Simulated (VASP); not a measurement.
# Al19Si in VASP: a series of runs

The runs below take Al19Si through single point, with LDA.

Everything below comes from runs of VASP 6.6.1. Logs are shortened: lines on timing, memory, paths and dates and some standing lists are left out, and cuts for length are marked.

**1. The cell of the first run**

The cell holds a slab with vacuum, 20 atoms: a = 5.634 Å, b = 5.634 Å, c = 21.200 Å, α = 90.00°, β = 90.00°, γ = 120.00°.

**2. Single point, LDA**

Contents of INCAR:

```
ALGO = Normal ; DIPOL = 0.5 0.5 0.500
EDIFF = 1E-6 ; ENCUT = 400
GGA_COMPAT = F ; IDIPOL = 3
ISIF = 2 ; ISMEAR = 1
LASPH = T ; LCHARG = T
LDIPOL = T ; LELF = T
LREAL = F ; LVACPOTAV = T
LVHAR = T ; LWAVE = F
NBANDS = 46 ; NELM = 120
NELMDL = -8 ; PREC = Accurate
SIGMA = 0.1
```

Contents of KPOINTS:

```
k-points
0
Gamma
  6 6 1
```

Contents of POSCAR:

```
Al19Si
1.0
    5.6336041024      0.0000000286      0.0000000000
   -2.8168020759      4.8788442532      0.0000000000
    0.0000000000      0.0000000000     21.1996445785
Al Si
19 1
Direct
    0.0000000000      0.0000000000      0.2826707740
   -0.0024620727      0.4987689636      0.2821170648
    0.5012310364      1.0024620727      0.2821170648
    0.5012310364      0.4987689636      0.2821170648
    0.3358641604      0.1679320802      0.3925363748
    0.3333333333      0.6666666667      0.3923612622
    0.8320679198      0.1679320802      0.3925363748
    0.8320679198      0.6641358396      0.3925363748
    0.6666623285      0.8333311643      0.4999956449
    0.1666688357      0.3333376715      0.4999956449
    0.1666688357      0.8333311643      0.4999956449
   -0.0025324814      0.4987337593      0.6074474253
    0.0000000000      0.0000000000      0.6076235635
    0.5012662407      0.4987337593      0.6074474253
    0.5012662407      0.0025324814      0.6074474253
    0.3333333333      0.6666666667      0.7173476160
    0.3357912194      0.1678956097      0.7178977020
    0.8321043903      0.6642087806      0.7178977020
    0.8321043903      0.1678956097      0.7178977020
    0.6666666667      0.3333333333      0.4999954517
```

Potentials or basis: VASP PAW LDA potentials, release 64 (Al, Si).

Launch:

```sh
cat potpaw_LDA.64/Al/POTCAR potpaw_LDA.64/Si/POTCAR > POTCAR
mpirun -np 1 vasp_std > vasp.out
```

OUTCAR:

```text
EDIFF = 1E-6
   ENCUT = 400
   ISIF = 2
   ISMEAR = 1
   LASPH = T
   LREAL = F
   NELM = 120
   NELMDL = -8
   PREC = Accurate

 ion  position               nearest neighbor table
   1  0.000  0.000  0.283-   2 2.82   3 2.82   4 2.82   4 2.82   2 2.82   3 2.82   8 2.85   7 2.85
                             5 2.85
   2  0.998  0.499  0.282-   3 2.80   4 2.80   1 2.82   1 2.82   3 2.84   4 2.84   7 2.84   8 2.84
                             6 2.85
   3  0.501  0.002  0.282-   4 2.80   2 2.80   1 2.82   1 2.82   4 2.84   2 2.84   7 2.84   5 2.84
                             6 2.85
   4  0.501  0.499  0.282-   3 2.80   2 2.80   1 2.82   1 2.82   3 2.84   2 2.84   5 2.84   8 2.84
                             6 2.85
   5  0.336  0.168  0.393-  20 2.79   8 2.80   7 2.80  11 2.80  10 2.80   6 2.82   6 2.82   8 2.84
                             7 2.84   4 2.84   3 2.84   1 2.85
   6  0.333  0.667  0.392-  10 2.80  11 2.80   9 2.80   5 2.82   8 2.82   7 2.82   7 2.82   5 2.82
                             8 2.82   3 2.85   2 2.85   4 2.85
   7  0.832  0.168  0.393-  20 2.79   8 2.80   5 2.80   9 2.80  10 2.80   6 2.82   6 2.82   8 2.84
                             5 2.84   2 2.84   3 2.84   1 2.85
   8  0.832  0.664  0.393-  20 2.79   7 2.80   5 2.80  11 2.80   9 2.80   6 2.82   6 2.82   7 2.84
                             5 2.84   4 2.84   2 2.84   1 2.85
   9  0.667  0.833  0.500-  13 2.80   6 2.80  15 2.80  14 2.80   7 2.80   8 2.80  10 2.82  11 2.82
                            20 2.82  20 2.82  10 2.82  11 2.82
  10  0.167  0.333  0.500-  13 2.80   6 2.80  12 2.80  14 2.80   7 2.80   5 2.80  11 2.82   9 2.82
                            20 2.82  20 2.82  11 2.82   9 2.82
  11  0.167  0.833  0.500-  13 2.80   6 2.80  12 2.80  15 2.80   5 2.80   8 2.80  10 2.82   9 2.82
                            20 2.82  20 2.82  10 2.82   9 2.82
  12  0.997  0.499  0.607-  20 2.79  15 2.80  14 2.80  10 2.80  11 2.80  13 2.82  13 2.82  15 2.84
                            14 2.84  19 2.84  18 2.84  16 2.85
  13  0.000  0.000  0.608-  11 2.80  10 2.80   9 2.80  12 2.82  12 2.82  14 2.82  14 2.82  15 2.82
                            15 2.82  18 2.85  19 2.85  17 2.85
  14  0.501  0.499  0.607-  20 2.79  15 2.80  12 2.80   9 2.80  10 2.80  13 2.82  13 2.82  15 2.84
                            12 2.84  17 2.84  18 2.84  16 2.85
  15  0.501  0.003  0.607-  20 2.79  14 2.80  12 2.80   9 2.80  11 2.80  13 2.82  13 2.82  14 2.84
                            12 2.84  17 2.84  19 2.84  16 2.85
  16  0.333  0.667  0.717-  17 2.82  18 2.82  19 2.82  19 2.82  17 2.82  18 2.82  15 2.85  12 2.85
                            14 2.85
  17  0.336  0.168  0.718-  18 2.80  19 2.80  16 2.82  16 2.82  18 2.84  19 2.84  14 2.84  15 2.84
                            13 2.85
  18  0.832  0.664  0.718-  19 2.80  17 2.80  16 2.82  16 2.82  19 2.84  17 2.84  12 2.84  14 2.84
                            13 2.85
  19  0.832  0.168  0.718-  18 2.80  17 2.80  16 2.82  16 2.82  18 2.84  17 2.84  12 2.84  15 2.84
                            13 2.85
  20  0.667  0.333  0.500-  15 2.79  12 2.79  14 2.79   7 2.79   8 2.79   5 2.79   9 2.82  10 2.82
                            11 2.82  11 2.82   9 2.82  10 2.82

  LATTYP: Found a hexagonal cell.
 ALAT       =     5.6336041024
 C/A-ratio  =     3.7630696430

  Lattice vectors:

 A1 = (   5.6336041024,   0.0000000286,   0.0000000000)
 A2 = (  -2.8168020759,   4.8788442532,   0.0000000000)
 A3 = (   0.0000000000,   0.0000000000,  21.1996445785)

Analysis of symmetry for initial positions (statically):
=====================================================================
 Subroutine PRICEL returns:
 Original cell was already a primitive cell.

 Routine SETGRP: Setting up the symmetry group for a
 hexagonal supercell.

 Subroutine GETGRP returns: Found  6 space group operations
 (whereof  6 operations were pure point group operations)
 out of a pool of 24 trial point group operations.

The static configuration has the point symmetry C_3v.

Analysis of symmetry for dynamics (positions and initial velocities):
=====================================================================
 Subroutine PRICEL returns:
 Original cell was already a primitive cell.

 Routine SETGRP: Setting up the symmetry group for a
 hexagonal supercell.

 Subroutine GETGRP returns: Found  6 space group operations
 (whereof  6 operations were pure point group operations)
 out of a pool of 24 trial point group operations.

The dynamic configuration has the point symmetry C_3v.

 Subroutine INISYM returns: Found  6 space group operations
 (whereof  6 operations are pure point group operations),
 and found     1 'primitive' translations

----------------------------------------------------------------------------------------

                                     Primitive cell

  volume of cell :     582.6823

  direct lattice vectors                    reciprocal lattice vectors
     5.633604102  0.000000029  0.000000000     0.177506260  0.102483288  0.000000000
    -2.816802076  4.878844253  0.000000000    -0.000000001  0.204966575  0.000000000
     0.000000000  0.000000000 21.199644578     0.000000000  0.000000000  0.047170602

  length of vectors
     5.633604102  5.633604102 21.199644578     0.204966575  0.204966575  0.047170602

  position of ions in fractional coordinates (direct lattice)
     0.000000000  0.000000000  0.282670774
     0.997537927  0.498768964  0.282117065
     0.501231036  0.002462073  0.282117065
     0.501231036  0.498768964  0.282117065
     0.335864160  0.167932080  0.392536375
     0.333333333  0.666666667  0.392361262
[... 12 lines left out ...]
     0.832104390  0.167895610  0.717897702
     0.666666667  0.333333333  0.499995452

  ion indices of the primitive-cell ions
   primitive index   ion index
                 1           1
                 2           2
                 3           3
                 4           4
                 5           5
                 6           6
[... 12 lines left out ...]
                19          19
                20          20

----------------------------------------------------------------------------------------

 KPOINTS: k-points

Automatic generation of k-mesh.
 Grid dimensions read from file:
 generate k-points for:    6    6    1

 Generating k-lattice:

  Cartesian coordinates                     Fractional coordinates (reciprocal lattice)
     0.029584377  0.017080548  0.000000000     0.166666667 -0.000000000  0.000000000
    -0.000000000  0.034161096  0.000000000     0.000000000  0.166666667  0.000000000
     0.000000000  0.000000000  0.047170602     0.000000000  0.000000000  1.000000000

  Length of vectors
     0.034161096  0.034161096  0.047170602

  Shift w.r.t. Gamma in fractional coordinates (k-lattice)
     0.000000000  0.000000000  0.000000000

 Subroutine IBZKPT returns following result:
 ===========================================

 Found      7 irreducible k-points:

 Following reciprocal coordinates:
            Coordinates               Weight
  0.000000  0.000000  0.000000      1.000000
  0.166667 -0.000000  0.000000      6.000000
  0.333333 -0.000000  0.000000      6.000000
  0.500000 -0.000000  0.000000      3.000000
  0.166667  0.166667  0.000000      6.000000
  0.333333  0.166667  0.000000     12.000000
  0.333333  0.333333  0.000000      2.000000
   k-points           NKPTS =      7   k-points in BZ     NKDIM =      7   number of bands    NBANDS=     46
   number of dos      NEDOS =    301   number of ions     NIONS =     20
   total plane-waves  NPLWV = 224000
   dimension x,y,z NGX =    40 NGY =   40 NGZ =  140
   dimension x,y,z NGXF=    80 NGYF=   80 NGZF=  280
   ions per type =              19   1
   NGX,Y,Z   is equivalent  to a cutoff of  11.80, 11.80, 10.98 a.u.
   NGXF,Y,Z  is equivalent  to a cutoff of  23.61, 23.61, 21.96 a.u.
 SYSTEM =  unknown system
   PREC   = accura    normal or accurate (medium, high low for compatibility)
   ISTART =      0    job   : 0-new  1-cont  2-samecut
   ICHARG =      2    charge: 1-file 2-atom 10-const
   ISPIN  =      1    spin polarized calculation?
   LNONCOLLINEAR =      F non collinear calculations
   LSORBIT =      F    spin-orbit coupling
   LASPH  =      T    aspherical Exc in radial PAW
   ENCUT  =  400.0 eV  29.40 Ry    5.42 a.u.   9.19  9.19 34.57*2*pi/ulx,y,z
   NELM   =    120;   NELMIN=  2; NELMDL= -8     # of ELM steps
   EDIFF  = 0.1E-05   stopping-criterion for ELM
   LREAL  =      F    real-space projection
   EDIFFG = 0.1E-04   stopping-criterion for IOM
   NSW    =      0    number of steps for IOM
   IBRION =     -1    ionic relax: 0-MD 1-quasi-New 2-CG
   NFREE  =      0    steps in history (QN), initial steepest desc. (CG)
   ISIF   =      2    stress and relaxation
   ISYM   =      2    0-nonsym 1-usesym 2-fastsym
   POTIM  = 0.5000    time-step for ionic-motion
   TEBEG  =    0.0;   TEEND  =   0.0 temperature during run
   PSTRESS=    0.0 pullay stress
   NELECT =      61.0000    total number of electrons
   NUPDOWN=      -1.0000    fix difference up-down
   EMIN   =  10.00;   EMAX   =-10.00  energy-range for DOS
   EFERMI =   0.00;   METHOD = LEGACY
   ISMEAR =     1;   SIGMA  =   0.10  broadening in eV -4-tet -1-fermi 0-gaus
   EFERMI_NEDOS =   21; number of points for ismear=-14 and -15
   IALGO  =     38    algorithm
   IMIX   =      4    mixing-type and parameters
     AMIX     =   0.40;   BMIX     =  1.00
     AMIX_MAG =   1.60;   BMIX_MAG =  1.00
  volume/ion in A,a.u.               =      29.13       196.61
  Fermi-wavevector in a.u.,A,eV,Ry     =   0.771568  1.458052  8.099780  0.595317
  Thomas-Fermi vector in A             =   1.873014
   LORBIT       =      0    0 simple, 1 ext, 2 COOP (PROOUT), +10 PAW based schemes
   GGA     = CA    functional components
   LHFCALC =     F    Hartree Fock is set to
   AEXX    =    0.0000 exact exchange contribution
   IVDW    =     0    specifies the selected vdW correction
   LEPSILON=     F    determine dielectric tensor
   LRPA    =     F    only Hartree local field effects (RPA)
 non-spin polarized calculation
 Methfessel and Paxton  Order N= 1 SIGMA  =   0.10
  energy-cutoff  :      400.00
  volume of cell :      582.68
 maximum number of plane-waves:     10602
 NGX is ok and might be reduce to    40
   NGX = 19   NGY = 19   NGZ = 69

 dipolmoment           0.000000      0.000000      0.000002 electrons x Angstroem

 number of electron      61.0000001 magnetization

 dipolmoment           0.000000      0.000000     -0.000026 electrons x Angstroem

 Free energy of the ion-electron system (eV)
  ---------------------------------------------------
  ext. energy  EPLUGINS =         0.00000000
  ---------------------------------------------------
  free energy    TOTEN  =       -82.03411356 eV

  energy without entropy =      -82.03139737  energy(sigma->0) =      -82.03320817

 E-fermi :   2.6159     XC(G=0):  -6.6299

 val. band max:        2.6082847219   @ k =   0.3333   0.1667   0.0000
 cond. band min:       2.6438075647   @ k =   0.5000  -0.0000   0.0000
 fundamental gap:      0.0355228429
 Fermi energy:         2.6158780210

 k-point     1 :       0.0000    0.0000    0.0000
  band No.  band energies     occupation
      1      -8.9112      2.00000
      2      -7.7928      2.00000
      3      -6.8766      2.00000
      4      -5.2057      2.00000
      5      -3.8478      2.00000
      6      -3.0279      2.00000
[... 34 lines left out ...]
     41       4.5387     -0.00000
     42       4.6083     -0.00000
[... 228 lines left out ...]
      1      -7.4434      2.00000
      2      -6.5495      2.00000
      3      -6.5494      2.00000
      4      -5.8268      2.00000
      5      -5.7163      2.00000
      6      -5.7162      2.00000
[... 34 lines left out ...]
     41       5.2327      0.00000
     42       5.2327      0.00000
 [bands above 42 left out]

------------------------ aborting loop because EDIFF is reached ----------------------------------------

  FORCE on cell =-STRESS in cart. coord.  units (eV):
  Direction    XX          YY          ZZ          XY          YZ          ZX
  --------------------------------------------------------------------------------------
  -------------------------------------------------------------------------------------
  Total       -7.7762260     -7.7762260     -0.3147055     -0.0000000      0.0000000      0.0000000
  in kB      -21.3819641    -21.3819641     -0.8653325     -0.0000000      0.0000000      0.0000000
  external PRESSURE =     -14.5430869 kB  Pullay stress =       0.0000000 kB

 VOLUME and BASIS-vectors are now :
 -----------------------------------------------------------------------------
  energy-cutoff  :      400.00
  volume of cell :      582.68
      direct lattice vectors                 reciprocal lattice vectors
     5.633604102  0.000000029  0.000000000     0.177506260  0.102483288  0.000000000
    -2.816802076  4.878844253  0.000000000    -0.000000001  0.204966575  0.000000000
     0.000000000  0.000000000 21.199644578     0.000000000  0.000000000  0.047170602

 POSITION                                       TOTAL-FORCE (eV/Angst)
 -----------------------------------------------------------------------------------
      0.00000      0.00000      5.99252        -0.000000      0.000000      0.044048
      4.21480      2.43342      5.98078         0.004934      0.002848      0.017961
      2.81680      0.01201      5.98078         0.000000     -0.005697      0.017961
      1.41880      2.43342      5.98078        -0.004934      0.002848      0.017961
      1.41909      0.81931      8.32163         0.015343      0.008858     -0.033537
     -0.00000      3.25256      8.31792        -0.000000      0.000000     -0.038917
[... 12 lines left out ...]
      4.21482      0.81914     15.21918         0.004640     -0.002679     -0.019650
      2.81680      1.62628     10.59973        -0.000000      0.000000     -0.000567
 -----------------------------------------------------------------------------------
    total drift:                               -0.000000      0.000000     -0.000123

  FREE ENERGIE OF THE ION-ELECTRON SYSTEM (eV)
  ---------------------------------------------------
  free  energy   TOTEN  =       -82.0341135649 eV

  energy  without entropy=      -82.0313973747  energy(sigma->0) =      -82.03320817

 vacuum level on the upper side and lower side of the slab         6.889         6.889
```

Wall time 7.9 min (1 thread of Intel Xeon 8259CL, shared host); peak memory 0.41 GiB.

Results:

* Free energy: -82.0341 eV
* Largest force: 0.046 eV/Å
* Band gap on the k mesh: zero (an odd number of electrons rules out a gap without spin polarisation)

Forces on the atoms (eV/Å):
```
Al   0.000  0.000  0.044
Al   0.005  0.003  0.018
Al   0.000 -0.006  0.018
Al  -0.005  0.003  0.018
Al   0.015  0.009 -0.034
Al   0.000  0.000 -0.039
Al  -0.015  0.009 -0.034
Al   0.000 -0.018 -0.034
Al   0.000  0.000  0.000
Al   0.000  0.000  0.000
Al   0.000  0.000  0.000
Al  -0.015 -0.009  0.036
Al   0.000  0.000  0.041
Al   0.015 -0.009  0.036
Al   0.000  0.018  0.036
Al   0.000  0.000 -0.046
Al  -0.005 -0.003 -0.020
Al   0.000  0.005 -0.020
Al   0.005 -0.003 -0.020
Si   0.000  0.000 -0.001
```

(Continued in part 2 of 2.)
